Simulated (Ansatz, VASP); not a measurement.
# One calculation of HPbNO4, two programs

Contents of INCAR:

```
PREC = Accurate
ENCUT = 520
EDIFF = 1E-6
ISMEAR = -1
SIGMA = 0.05
LREAL = F
LASPH = T
NELM = 80
ALGO = Normal
ISIF = 2
LWAVE = F
LCHARG = F
GGA = PS
NBANDS = 31
```

Contents of KPOINTS:

```
regular mesh
0
Gamma
  5 4 4
```

POSCAR

```
HPbNO4
1.0
    3.8570700000      0.0017800000     -0.0365800000
    0.1735300000      4.3343600000     -0.0164700000
    0.7580300000      0.8387300000      5.8766200000
H Pb N O
1 1 1 4
Direct
    0.6151100000      0.8955900000      0.1984400000
    0.6459700000      0.4465100000      0.9168500000
    0.7147400000      0.2381000000      0.5005800000
    0.1695800000      0.4700700000      0.7776800000
    0.6291900000      0.9704500000      0.4984500000
    0.5642400000      0.9258300000      0.0384900000
    0.7802200000      0.4225000000      0.3195100000
```

Contents of input.yaml:

```yaml
crystal:
  lattice:
    - [3.85707, 0.00178, -0.03658]
    - [0.17353, 4.33436, -0.01647]
    - [0.75803, 0.83873, 5.87662]
  atoms:
    - { symbol: H, position: [0.61511, 0.89559, 0.19844] }
    - { symbol: Pb, position: [0.64597, 0.44651, 0.91685] }
    - { symbol: "N", position: [0.71474, 0.2381, 0.50058] }
    - { symbol: O, position: [0.16958, 0.47007, 0.77768] }
    - { symbol: O, position: [0.62919, 0.97045, 0.49845] }
    - { symbol: O, position: [0.56424, 0.92583, 0.03849] }
    - { symbol: O, position: [0.78022, 0.4225, 0.31951] }
kpoints:
  mp_grid: { grid: [5, 4, 4] }
  band_path:
    path: [[0.5, 0.0, 0.0], [0.0, 0.0, 0.0], [0.0, 0.5, 0.0]]
    npoints: 12
scf:
  occupations: { method: fermi_dirac, width: 0.05 }
hamiltonian:
  xc: pbesol
  pseudopotentials: { kind: all_electron, lapw: { basis_error: 0.002 } }
output:
  forces: true
  stress: true
  eigenvalues: true
```

Alike in both runs: functional PBEsol; k mesh 5 × 4 × 4; occupations fermi-dirac, width 0.05 eV; no spin polarisation.

|  | VASP | Ansatz |
| --- | --- | --- |
| version | VASP 6.6.1 | Ansatz 0.2.0 |
| potentials or method | VASP PAW PBE potentials, release 64 (H, Pb_d, N, O), cutoff 520 eV | all-electron LAPW, scalar-relativistic |
| task | single point | band structure |

```csv
,VASP,Ansatz,Ansatz less VASP
gap on the k mesh at the Fermi level (eV),0.27,0.26,-0.006
least direct gap on the mesh (eV),0.48,0.47,-0.005
pressure (GPa),-2.4,-3.1,-0.68
"traceless stress, the component that is largest in VASP (GPa)",-0.32,0.11,+0.425
rms of the force components (eV/Å),0.145,0.160,+0.0151
```

VASP's potentials were made for PBE, not for PBEsol. Atom by atom the forces differ by 0.218 eV/Å (rms over components). One of these differences is far larger than is usual between the two programs; its cause wasn't traced. Ansatz ran all-electron here, and VASP with PAW potentials.

Spin-orbit coupling is off throughout. Noted on VASP's run: the standard files for N, O and F lose accuracy on very short bonds.
